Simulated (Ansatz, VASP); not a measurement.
# One calculation of SiC, two programs

```
CELL_PARAMETERS angstrom
0.00000 2.14955 2.14955
2.14955 0.00000 2.14955
2.14955 2.14955 0.00000
ATOMIC_POSITIONS crystal
Si 0.00000 0.00000 0.00000
C 0.25000 0.25000 0.25000
```

Alike in both runs: task single point; functional r2SCAN; k mesh 8 × 8 × 8; no spin polarisation.

```csv
,VASP,Ansatz
version,VASP 6.6.1,Ansatz 0.2.0
potentials or method,"VASP PAW PBE potentials, release 64 (Si, C), cutoff 520 eV","plane waves, PAW"
occupations,"gaussian, width 0.01 eV",fixed
valence electrons in the cell,8,8
```

|  | VASP | Ansatz | Ansatz less VASP |
| --- | --- | --- | --- |
| pressure (GPa) | 9.5 | 9.7 | +0.21 |

VASP's potentials were made for PBE, not for r2SCAN.
